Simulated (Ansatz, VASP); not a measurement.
## Two plane-wave programs on Te2Mo

```
Te Mo
1.0
     3.55499    0.00000    0.00000
    -1.77750    3.07871    0.00000
     0.00000    0.00000   17.51827
Te Mo
2 1
Direct
  0.33333 0.66667 0.89680
  0.33333 0.66667 0.10320
  0.00000 0.00000 0.00000
```

Alike in both runs: functional PBE; k mesh 9 × 9 × 2; occupations gaussian, width 0.02 eV; no spin polarisation.

Ansatz relaxed the structure, and its values are those at the end. VASP's run is a single point on that final structure, the one shown.

|  | VASP | Ansatz |
| --- | --- | --- |
| version | VASP 6.6.1 | Ansatz 0.2.0 |
| potentials or method | VASP PAW PBE potentials, release 64 (Te, Mo_sv), cutoff 520 eV | scalar-relativistic, plane waves, PAW |
| valence electrons in the cell | 26 | 46 |

|  | VASP | Ansatz | Ansatz less VASP |
| --- | --- | --- | --- |
| gap on the k mesh at the Fermi level (eV) | 1.08 | 1.08 | +0.001 |
| least direct gap on the mesh (eV) | 1.08 | 1.08 | +0.001 |
| rms of the force components (eV/Å) | 0.006 | 0.000 | -0.0060 |

With one functional, cell and mesh, what is left measures potentials, basis and numerics. VASP's potentials hold 26 valence electrons a cell and Ansatz's 46, so a difference there can come from the potentials and not from the codes. Ansatz's warnings: xc potential rough in thin density.

Neither program's run includes spin-orbit coupling.
